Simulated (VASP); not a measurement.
Wanted: the native input for a VASP 6.6.1 run.

- Task: single point
- Functional: PBE
- Potentials or basis: VASP PAW PBE potentials, release 64 (B, N)
- Cutoff: 520 eV
- k mesh: 3 × 3 × 2
- Occupations: gaussian, width 0.01 eV
- Spin: no spin polarisation
- Dipole correction: no
- Further INCAR settings: ALGO = Normal; EDIFF = 1e-06; NBANDS = 36

The structure of BN (BN (P6_3/mmc)) lies in POSCAR:

```
BN
1.0
    3.7325156421      2.1549689107      0.0000000000
   -3.7325156421      2.1549689107      0.0000000000
    0.0000000000      0.0000000000      6.4954828750
B N
6 6
Direct
    0.0000000000      0.6666666667      0.2500000000
    0.3333333333      0.3333333333      0.2500000000
    0.6666666667      0.0000000000      0.2500000000
    0.0000000000      0.3333333333      0.7500000000
    0.3333333333      0.0000000000      0.7500000000
    0.6666666667      0.6666666667      0.7500000000
    0.0000000000      0.6666666667      0.7500000000
    0.3333333333      0.3333333333      0.7500000000
    0.6666666667      0.0000000000      0.7500000000
    0.0000000000      0.3333333333      0.2500000000
    0.3333333333      0.0000000000      0.2500000000
    0.6666666667      0.6666666667      0.2500000000
```

One way to write it, as run:

INCAR

```
SYSTEM = BN
  ALGO = Normal
  EDIFF = 1E-6
  ENCUT = 520
  GGA = PE
  ISIF = 2
  ISMEAR = 0
  LASPH = .TRUE.
  LCHARG = .FALSE.
  LREAL = .FALSE.
  LWAVE = .FALSE.
  NBANDS = 36
  NELM = 60
  PREC = Accurate
  SIGMA = 0.01
```

KPOINTS

```
k-points
0
G
  3 3 2
  0 0 0
```

Potentials or basis: VASP PAW PBE potentials, release 64 (B, N).

Command:

```sh
$ cat potpaw_PBE.64/B/POTCAR potpaw_PBE.64/N/POTCAR > POTCAR
$ mpirun -np 1 vasp_std > vasp.out
```

It gave:

```json
{
 "Pressure": "8.7 GPa",
 "Band gap on the k mesh": "4.40 eV"
}
```

Caveat: the k points lie up to 0.56 Å⁻¹ apart; this functional lacks dispersion, which binds the layers, so the pressure and a relaxed spacing across them are unreliable.

Run time: 34 s on 1 thread of AMD EPYC 7R43 64-Core Processor (Zen 3), with other jobs on the host, peak memory 0.15 GiB.
